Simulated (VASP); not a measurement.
Wanted: the native input for a VASP 6.6.1 run.

```
Task                   : relaxation of cell and atoms
Functional             : PBE
Potentials or basis    : VASP PAW PBE potentials, release 64 (Ba_sv, Sn_d, F)
Cutoff                 : 600 eV
k mesh                 : 6 × 6 × 6
Occupations            : gaussian, width 0.02 eV
Spin                   : no spin polarisation
Dipole correction      : no
Further INCAR settings : ALGO = Normal; EDIFF = 1e-06; IBRION = 2; EDIFFG = -0.01; NSW = 100; ISIF = 3
```

The structure of Ba2SnF6 lies in POSCAR:

```
Ba2SnF6
1.0
    0.0000000000      4.3562812142      4.3562812142
    4.3562812142      0.0000000000      4.3562812142
    4.3562812142      4.3562812142      0.0000000000
Ba Sn F
2 1 6
Direct
    0.2500000000      0.2500000000      0.2500000000
    0.7500000000      0.7500000000      0.7500000000
    0.5000000000      0.5000000000      0.5000000000
    0.2386568932      0.7613431068      0.7613431068
    0.7613431068      0.2386568932      0.2386568932
    0.7613431068      0.2386568932      0.7613431068
    0.2386568932      0.7613431068      0.2386568932
    0.7613431068      0.7613431068      0.2386568932
    0.2386568932      0.2386568932      0.7613431068
```

These files were run (other wordings do the same):

INCAR

```
SYSTEM = Ba2SnF6
PREC     = Accurate       ! precision mode
ENCUT    = 600            ! plane-wave cutoff, eV
EDIFF    = 1E-6           ! SCF threshold, eV
ISMEAR   = 0              ! smearing method
SIGMA    = 0.02           ! smearing width, eV
LREAL    = .False.        ! projectors in reciprocal space
LASPH    = .True.         ! aspherical terms in the spheres
NELM     = 100            ! most SCF steps
ALGO     = Normal         ! electronic algorithm
ISIF     = 3              ! what is computed and relaxed
LWAVE    = .False.        ! write WAVECAR
LCHARG   = .False.        ! write CHGCAR
GGA      = PE             ! functional
IBRION   = 2              ! ionic algorithm
NSW      = 100            ! ionic steps
EDIFFG   = -0.01          ! ionic threshold
```

KPOINTS

```
regular mesh
0
Gamma
  6 6 6
  0 0 0
```

Potentials or basis: VASP PAW PBE potentials, release 64 (Ba_sv, Sn_d, F).

Launch:

```console
$ cat potpaw_PBE.64/Ba_sv/POTCAR potpaw_PBE.64/Sn_d/POTCAR potpaw_PBE.64/F/POTCAR > POTCAR
$ mpirun -np 1 vasp_std > vasp.out
```

It gave:

```json
{"Relaxed volume": "18.41 Å³/atom", "Relaxed cell": "a = 6.165 Å, b = 6.165 Å, c = 6.165 Å, α = 60.00°, β = 60.00°, γ = 60.00°", "Space group after relaxing (to 0.05 Å)": "Fm-3m (No. 225)", "Energy gained by relaxing": "0.0 meV/atom", "Ionic steps": "2", "Pressure after relaxing": "0.0 GPa", "Largest force after relaxing": "0.007 eV/Å", "Band gap on the k mesh": "2.30 eV, indirect (least direct gap 2.92 eV)"}
```

Caveat: spin-orbit coupling is left out, which moves the levels of the heavy elements.

Run time: 5.6 min on 1 thread of Intel Xeon 6975P-C, with other jobs on the host, peak memory 0.43 GiB.
